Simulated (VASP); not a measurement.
A run of VASP 6.6.1 is set up as follows.

File INCAR:

```
  ALGO = Normal
  EDIFF = 1E-6
  ENCUT = 520
  ISIF = 2
  ISMEAR = 1
  LASPH = T
  LCHARG = F
  LREAL = F
  LWAVE = F
  NBANDS = 20
  NELM = 100
  PREC = Accurate
  SIGMA = 0.05
```

The input KPOINTS:

```
k-points
0
Gamma
  10 10 5
```

Contents of POSCAR:

```
MoS2
1.0
    3.3010806422      0.0000000000      0.0000000000
   -1.6505398097      2.8588190007      0.0000000000
    0.0000000000      0.0000000000      6.4564549653
Mo S
1 2
Direct
    0.0000000000      0.0000000000      0.5000000000
    0.3333333333      0.6666666667      0.2553190000
    0.6666666667      0.3333333333      0.7446810000
```

Potentials or basis: VASP PAW LDA potentials, release 64 (Mo_sv, S).

Launch:

```sh
$ cat potpaw_LDA.64/Mo_sv/POTCAR potpaw_LDA.64/S/POTCAR > POTCAR
$ mpirun -np 1 vasp_std > vasp.out
```

(1) What does it give for the largest force?

(2) Predict the band gap on the k mesh.

(3) What does it give for the pressure?

Answers

(1) 1.084 eV/Å.

(2) zero (band 13 reaches 6.29 eV, above the bottom of band 14 at 5.54 eV).

(3) -12.9 GPa.

Caveat: forces of over 1 eV/Å act on the atoms, so gaps and moduli don't describe the material at rest.
